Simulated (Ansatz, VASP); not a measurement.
**Ta3Cu: VASP beside Ansatz**

Contents of INCAR:

```
PREC     = Accurate       # precision mode
ENCUT    = 520            # plane-wave cutoff, eV
EDIFF    = 1E-6           # SCF threshold, eV
ISMEAR   = -1             # smearing method
SIGMA    = 0.05           # smearing width, eV
LREAL    = F              # projectors in reciprocal space
LASPH    = T              # aspherical terms in the spheres
NELM     = 100            # most SCF steps
ALGO     = Fast           # electronic algorithm
ISIF     = 2              # what is computed and relaxed
LWAVE    = F              # write WAVECAR
LCHARG   = F              # write CHGCAR
GGA      = PS             # functional
NBANDS   = 30             # bands
```

Contents of KPOINTS:

```
regular mesh
0
Gamma
  7 7 7
```

Contents of POSCAR:

```
Ta3Cu
1.0
   -2.0065070000      2.0065070000      4.2081700000
    2.0065070000     -2.0065070000      4.2081700000
    2.0065070000      2.0065070000     -4.2081700000
Ta Cu
3 1
Direct
    0.5000000000      0.5000000000      0.0000000000
    0.2500000000      0.7500000000      0.5000000000
    0.7500000000      0.2500000000      0.5000000000
    0.0000000000      0.0000000000      0.0000000000
```

The input input.yaml:

```yaml
crystal:
  lattice:
    - [-2.006507, 2.006507, 4.20817]
    - [2.006507, -2.006507, 4.20817]
    - [2.006507, 2.006507, -4.20817]
  atoms:
    - { symbol: Ta, position: [0.5, 0.5, 0.0] }
    - { symbol: Ta, position: [0.25, 0.75, 0.5] }
    - { symbol: Ta, position: [0.75, 0.25, 0.5] }
    - { symbol: Cu, position: [0.0, 0.0, 0.0] }
kpoints:
  mp_grid: { grid: [7, 7, 7] }
  band_path:
    path:
      - [0.0, 0.0, 0.0]
      - [0.0, 0.0, 0.5]
      - [-0.1136749602, 0.1136749602, 0.5]
      - [-0.3068374801, 0.3068374801, 0.3068374801]
      - [0.0, 0.0, 0.0]
      - [0.5, 0.5, -0.5]
      - [0.3068374801, 0.6931625199, -0.3068374801]
      - [0.0, 0.5, 0.0]
    npoints: 10
scf:
  occupations: { method: fermi_dirac, width: 0.05 }
hamiltonian:
  xc: pbesol
  pseudopotentials: { kind: all_electron, lapw: { basis_error: 0.002 } }
output:
  forces: true
  stress: true
  eigenvalues: true
```

Alike in both runs: functional PBEsol; k mesh 7 × 7 × 7; occupations fermi-dirac, width 0.05 eV; no spin polarisation.

```csv
,VASP,Ansatz
version,VASP 6.6.1,Ansatz 0.2.0
potentials or method,"VASP PAW PBE potentials, release 64 (Ta_pv, Cu), cutoff 520 eV","all-electron LAPW, scalar-relativistic"
task,single point,band structure
```

VASP gave:

| Item | Value |
| --- | --- |
| gap on the k mesh at the Fermi level (eV) | none |
| pressure (GPa) | -6.2 |
| traceless stress, the component that is largest in VASP (GPa) | -0.49 |

Question: What did Ansatz give for the same quantities?

Answer: gap on the k mesh at the Fermi level (eV): none; pressure (GPa): -6.4; traceless stress, the component that is largest in VASP (GPa): -0.40.

VASP's potentials were made for PBE, not for PBEsol. A gap of «none» marks a metal or a gap that the smearing closes. Ansatz ran all-electron here, and VASP with PAW potentials.

Neither program's run includes spin-orbit coupling. Noted on Ansatz's run: the k mesh is thin for a metal, which can move the energy by tens of meV per atom.
